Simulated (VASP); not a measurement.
# KNi (Pm-3m) in VASP: single point with PBE

Aim: the single point of KNi with PBE.

Everything below comes from runs of VASP 6.6.1. Logs are shortened: lines on timing, memory, paths and dates and some standing lists are left out, and cuts for length are marked.

**1. The cell of the first run**

It takes space group Pm-3m (No. 221, cubic). Conventional cell: a = 3.838 Å, b = 3.838 Å, c = 3.838 Å, α = 90.00°, β = 90.00°, γ = 90.00°. Within 4.4 Å of K (site symmetry m-3m) lie 8 Ni at 3.32 Å and 6 K at 3.84 Å. Within 4.4 Å of Ni (site symmetry m-3m) lie 8 K at 3.32 Å and 6 Ni at 3.84 Å.

**2. Single point, PBE, collinear spin, ferromagnetic start**

File INCAR:

```
SYSTEM = KNi
PREC = Accurate
ENCUT = 520
EDIFF = 1E-7
ISMEAR = 0
SIGMA = 0.1
LREAL = .False.
LASPH = .True.
NELM = 150
ALGO = Normal
ISIF = 2
LWAVE = .False.
LCHARG = .True.
ISPIN = 2
MAGMOM = 0 2
LORBIT = 11
LMAXMIX = 4
GGA = PE
LELF = .True.
LVHAR = .True.
NBANDS = 20
```

File KPOINTS:

```
regular mesh
0
Gamma
  4 4 4
  0 0 0
```

File POSCAR:

```
KNi
1.0
    3.8375651700      0.0000000000      0.0000000000
    0.0000000000      3.8375651700      0.0000000000
    0.0000000000      0.0000000000      3.8375651700
K Ni
1 1
Direct
    0.5000000000      0.5000000000      0.5000000000
    0.0000000000      0.0000000000      0.0000000000
```

Potentials or basis: VASP PAW PBE potentials, release 64 (K_sv, Ni).

On the command line:

```sh
cat potpaw_PBE.64/K_sv/POTCAR potpaw_PBE.64/Ni/POTCAR > POTCAR
mpirun -np 1 vasp_std > vasp.out
```

OUTCAR:

```text
SYSTEM = KNi
   PREC = Accurate
   ENCUT = 520
   EDIFF = 1E-7
   ISMEAR = 0
   LREAL = .False.
   LASPH = .True.
   NELM = 150
   ISIF = 2
   ISPIN = 2
   LORBIT = 11
   GGA = PE

 ion  position               nearest neighbor table
   1  0.500  0.500  0.500-   2 3.32   2 3.32   2 3.32   2 3.32   2 3.32   2 3.32   2 3.32   2 3.32

   2  0.000  0.000  0.000-   1 3.32   1 3.32   1 3.32   1 3.32   1 3.32   1 3.32   1 3.32   1 3.32

  LATTYP: Found a simple cubic cell.
 ALAT       =     3.8375651700

  Lattice vectors:

 A1 = (   3.8375651700,   0.0000000000,   0.0000000000)
 A2 = (   0.0000000000,   3.8375651700,   0.0000000000)
 A3 = (   0.0000000000,   0.0000000000,   3.8375651700)

Analysis of symmetry for initial positions (statically):
=====================================================================
 Subroutine PRICEL returns:
 Original cell was already a primitive cell.

 Routine SETGRP: Setting up the symmetry group for a
 simple cubic supercell.

 Subroutine GETGRP returns: Found 48 space group operations
[... 9 lines left out ...]

 Routine SETGRP: Setting up the symmetry group for a
 simple cubic supercell.

 Subroutine GETGRP returns: Found 48 space group operations
 (whereof 48 operations were pure point group operations)
 out of a pool of 48 trial point group operations.

The dynamic configuration has the point symmetry O_h .

Analysis of structural, dynamic, and magnetic symmetry:
=====================================================================
 Subroutine PRICEL returns:
 Original cell was already a primitive cell.

 Routine SETGRP: Setting up the symmetry group for a
 simple cubic supercell.

 Subroutine GETGRP returns: Found 48 space group operations
 (whereof 48 operations were pure point group operations)
 out of a pool of 48 trial point group operations.

The overall configuration has the point symmetry O_h .

 Subroutine INISYM returns: Found 48 space group operations
[... 5 lines left out ...]
                                     Primitive cell

  volume of cell :      56.5155

  direct lattice vectors                    reciprocal lattice vectors
     3.837565170  0.000000000  0.000000000     0.260581894  0.000000000  0.000000000
     0.000000000  3.837565170  0.000000000     0.000000000  0.260581894  0.000000000
     0.000000000  0.000000000  3.837565170     0.000000000  0.000000000  0.260581894

  length of vectors
     3.837565170  3.837565170  3.837565170     0.260581894  0.260581894  0.260581894

  position of ions in fractional coordinates (direct lattice)
     0.500000000  0.500000000  0.500000000
     0.000000000  0.000000000  0.000000000

  ion indices of the primitive-cell ions
   primitive index   ion index
                 1           1
                 2           2

----------------------------------------------------------------------------------------

 KPOINTS: regular mesh

Automatic generation of k-mesh.
 Grid dimensions read from file:
 generate k-points for:    4    4    4

 Generating k-lattice:

  Cartesian coordinates                     Fractional coordinates (reciprocal lattice)
     0.065145473  0.000000000  0.000000000     0.250000000  0.000000000  0.000000000
     0.000000000  0.065145473  0.000000000     0.000000000  0.250000000  0.000000000
     0.000000000  0.000000000  0.065145473     0.000000000  0.000000000  0.250000000

  Length of vectors
     0.065145473  0.065145473  0.065145473

  Shift w.r.t. Gamma in fractional coordinates (k-lattice)
     0.000000000  0.000000000  0.000000000

 Subroutine IBZKPT returns following result:
 ===========================================

 Found     10 irreducible k-points:

 Following reciprocal coordinates:
            Coordinates               Weight
  0.000000  0.000000  0.000000      1.000000
  0.250000  0.000000  0.000000      6.000000
  0.500000  0.000000  0.000000      3.000000
  0.250000  0.250000  0.000000     12.000000
  0.500000  0.250000  0.000000     12.000000
  0.500000  0.500000  0.000000      3.000000
  0.250000  0.250000  0.250000      8.000000
  0.500000  0.250000  0.250000     12.000000
  0.500000  0.500000  0.250000      6.000000
  0.500000  0.500000  0.500000      1.000000
   k-points           NKPTS =     10   k-points in BZ     NKDIM =     10   number of bands    NBANDS=     20
   number of dos      NEDOS =    301   number of ions     NIONS =      2
   total plane-waves  NPLWV =  27000
   dimension x,y,z NGX =    30 NGY =   30 NGZ =   30
   dimension x,y,z NGXF=    60 NGYF=   60 NGZF=   60
   ions per type =               1   1
   NGX,Y,Z   is equivalent  to a cutoff of  13.00, 13.00, 13.00 a.u.
   NGXF,Y,Z  is equivalent  to a cutoff of  25.99, 25.99, 25.99 a.u.
 SYSTEM =  KNi
   PREC   = accura    normal or accurate (medium, high low for compatibility)
   ISTART =      0    job   : 0-new  1-cont  2-samecut
   ICHARG =      2    charge: 1-file 2-atom 10-const
   ISPIN  =      2    spin polarized calculation?
   LNONCOLLINEAR =      F non collinear calculations
   LSORBIT =      F    spin-orbit coupling
   LASPH  =      T    aspherical Exc in radial PAW
   ENCUT  =  520.0 eV  38.22 Ry    6.18 a.u.   7.14  7.14  7.14*2*pi/ulx,y,z
   NELM   =    150;   NELMIN=  2; NELMDL= -5     # of ELM steps
   EDIFF  = 0.1E-06   stopping-criterion for ELM
   LREAL  =      F    real-space projection
   EDIFFG = 0.1E-05   stopping-criterion for IOM
   NSW    =      0    number of steps for IOM
   IBRION =     -1    ionic relax: 0-MD 1-quasi-New 2-CG
   NFREE  =      0    steps in history (QN), initial steepest desc. (CG)
   ISIF   =      2    stress and relaxation
   ISYM   =      2    0-nonsym 1-usesym 2-fastsym
   POTIM  = 0.5000    time-step for ionic-motion
   TEBEG  =    0.0;   TEEND  =   0.0 temperature during run
   PSTRESS=    0.0 pullay stress
   NELECT =      19.0000    total number of electrons
   NUPDOWN=      -1.0000    fix difference up-down
   EMIN   =  10.00;   EMAX   =-10.00  energy-range for DOS
   EFERMI =   0.00;   METHOD = LEGACY
   ISMEAR =     0;   SIGMA  =   0.10  broadening in eV -4-tet -1-fermi 0-gaus
   EFERMI_NEDOS =   21; number of points for ismear=-14 and -15
   IALGO  =     38    algorithm
   IMIX   =      4    mixing-type and parameters
     AMIX     =   0.40;   BMIX     =  1.00
     AMIX_MAG =   1.60;   BMIX_MAG =  1.00
  volume/ion in A,a.u.               =      28.26       190.69
  Fermi-wavevector in a.u.,A,eV,Ry     =   1.138335  2.151142 17.630533  1.295808
  Thomas-Fermi vector in A             =   2.275040
   LORBIT       =     11    0 simple, 1 ext, 2 COOP (PROOUT), +10 PAW based schemes
   GGA     = PE    functional components
   LHFCALC =     F    Hartree Fock is set to
   AEXX    =    0.0000 exact exchange contribution
   IVDW    =     0    specifies the selected vdW correction
   LEPSILON=     F    determine dielectric tensor
   LRPA    =     F    only Hartree local field effects (RPA)
 spin polarized calculation
 Gauss-broadening in eV      SIGMA  =   0.10
  energy-cutoff  :      520.00
  volume of cell :       56.52
 maximum number of plane-waves:      1568
 NGX is ok and might be reduce to    30
   NGX = 15   NGY = 15   NGZ = 15

 number of electron      19.0000011 magnetization       0.7885699

 Free energy of the ion-electron system (eV)
  ---------------------------------------------------
  ext. energy  EPLUGINS =         0.00000000
  ---------------------------------------------------
  free energy    TOTEN  =        -4.41512950 eV

  energy without entropy =       -4.39631653  energy(sigma->0) =       -4.40572301

 E-fermi :   1.4061     XC(G=0):  -8.4201

 val. band max:        1.3680324766   @ k =   0.5000   0.2500   0.2500
 cond. band min:       1.4163513434   @ k =   0.5000   0.0000   0.0000
 fundamental gap:      0.0483188668
 Fermi energy:         1.4060568899

 spin component 1

 k-point     1 :       0.0000    0.0000    0.0000
  band No.  band energies     occupation
      1     -28.7661      1.00000
      2     -12.1793      1.00000
      3     -12.1793      1.00000
      4     -12.1793      1.00000
      5      -2.0669      1.00000
      6      -0.1085      1.00000
[... 12 lines left out ...]
     19      12.0901      0.00000
     20      14.8111      0.00000

 k-point     2 :       0.2500    0.0000    0.0000
  band No.  band energies     occupation
      1     -28.7562      1.00000
      2     -12.3295      1.00000
      3     -12.1666      1.00000
      4     -12.1666      1.00000
      5      -1.3455      1.00000
      6      -0.0621      1.00000
[... 176 lines left out ...]
 k-point    10 :       0.5000    0.5000    0.5000
  band No.  band energies     occupation
      1     -28.7092      1.00000
      2     -12.3738      1.00000
      3     -12.3738      1.00000
      4     -12.3738      1.00000
      5       0.3928      1.00000
      6       0.3928      1.00000
[... 12 lines left out ...]
     19      12.8824      0.00000
     20      13.5344      0.00000
 Fermi energy:         1.4060568899

 spin component 2

 k-point     1 :       0.0000    0.0000    0.0000
  band No.  band energies     occupation
      1     -28.7749      1.00000
      2     -12.1895      1.00000
      3     -12.1895      1.00000
      4     -12.1895      1.00000
      5      -2.0495      1.00000
      6       1.0502      1.00000
[... 12 lines left out ...]
     19      12.2141      0.00000
     20      14.8450      0.00000

 k-point     2 :       0.2500    0.0000    0.0000
  band No.  band energies     occupation
      1     -28.7649      1.00000
      2     -12.3412      1.00000
      3     -12.1767      1.00000
      4     -12.1767      1.00000
      5      -1.3162      1.00000
      6       1.1308      0.99995
[... 176 lines left out ...]
 k-point    10 :       0.5000    0.5000    0.5000
  band No.  band energies     occupation
      1     -28.7176      1.00000
      2     -12.3862      1.00000
      3     -12.3862      1.00000
      4     -12.3862      1.00000
      5       0.9356      1.00000
      6       0.9356      1.00000
[... 12 lines left out ...]
     19      12.8402      0.00000
     20      13.5722      0.00000

------------------------ aborting loop because EDIFF is reached ----------------------------------------

  FORCE on cell =-STRESS in cart. coord.  units (eV):
  Direction    XX          YY          ZZ          XY          YZ          ZX
  --------------------------------------------------------------------------------------
  -------------------------------------------------------------------------------------
  Total        0.1709273      0.1709273      0.1709273      0.0000000      0.0000000     -0.0000000
  in kB        4.8456808      4.8456808      4.8456808      0.0000000      0.0000000     -0.0000000
  external PRESSURE =       4.8456808 kB  Pullay stress =       0.0000000 kB

 VOLUME and BASIS-vectors are now :
 -----------------------------------------------------------------------------
  energy-cutoff  :      520.00
  volume of cell :       56.52
      direct lattice vectors                 reciprocal lattice vectors
     3.837565170  0.000000000  0.000000000     0.260581894  0.000000000  0.000000000
     0.000000000  3.837565170  0.000000000     0.000000000  0.260581894  0.000000000
     0.000000000  0.000000000  3.837565170     0.000000000  0.000000000  0.260581894

 POSITION                                       TOTAL-FORCE (eV/Angst)
 -----------------------------------------------------------------------------------
      1.91878      1.91878      1.91878         0.000000      0.000000      0.000000
      0.00000      0.00000      0.00000         0.000000      0.000000      0.000000
 -----------------------------------------------------------------------------------
    total drift:                                0.000000      0.000000     -0.000000

  FREE ENERGIE OF THE ION-ELECTRON SYSTEM (eV)
  ---------------------------------------------------
  free  energy   TOTEN  =        -4.4151294952 eV

  energy  without entropy=       -4.3963165291  energy(sigma->0) =       -4.40572301

 total charge

# of ion       s       p       d       tot
------------------------------------------
    1        1.973   5.572   0.045   7.590
    2        0.511   0.040   8.374   8.924
--------------------------------------------------
tot          2.484   5.612   8.419  16.514

 magnetization (x)

# of ion       s       p       d       tot
------------------------------------------
    1       -0.003  -0.000  -0.005  -0.008
    2        0.033  -0.006   0.819   0.845
--------------------------------------------------
tot          0.030  -0.007   0.813   0.837
```

Run time: 29 s. Hardware: 1 thread of Intel Xeon 6975P-C, shared host; peak memory 0.19 GiB.

Results:

| Item | Value |
| --- | --- |
| Free energy | -4.4151 eV |
| Pressure | 0.5 GPa |
| Net moment | 0.79 μB per cell |
| Site moments | K -0.01; Ni +0.84 μB |
| Valence electrons inside the program's atomic spheres | K 7.59; Ni 8.92 |

Levels at points of the mesh, in eV from the Fermi level:
Spin up:
```tsv
k point	band 6	band 7	band 8	band 9	band 10	band 11	band 12	band 13	band 14	band 15
(0.00, 0.00, 0.00)	-1.51	-1.51	-0.70	-0.70	-0.70	4.71	4.71	6.64	6.64	6.64
(0.50, 0.00, 0.00)	-1.42	-0.77	-0.77	-0.67	-0.61	0.07	5.23	5.40	5.40	8.87
(0.50, 0.50, 0.00)	-1.09	-1.02	-0.83	-0.83	-0.09	2.26	2.26	4.50	7.36	7.36
(0.50, 0.50, 0.50)	-1.01	-0.91	-0.91	-0.91	1.84	1.84	1.84	2.11	7.44	7.44
```
Spin down:
```csv
k point,band 5,band 6,band 7,band 8,band 9,band 10,band 11,band 12,band 13,band 14
"(0.00, 0.00, 0.00)",-3.46,-0.36,-0.36,-0.23,-0.23,-0.23,4.79,4.79,6.68,6.68
"(0.50, 0.00, 0.00)",-1.39,-0.31,-0.31,-0.20,-0.19,0.01,0.46,5.14,5.41,5.41
"(0.50, 0.50, 0.00)",-0.99,-0.69,-0.38,-0.38,0.33,0.65,2.23,2.23,4.50,7.35
"(0.50, 0.50, 0.50)",-0.47,-0.47,-0.47,0.34,0.34,1.82,1.82,1.82,2.33,7.39
```

Caveat: the k points lie up to 0.41 Å⁻¹ apart.
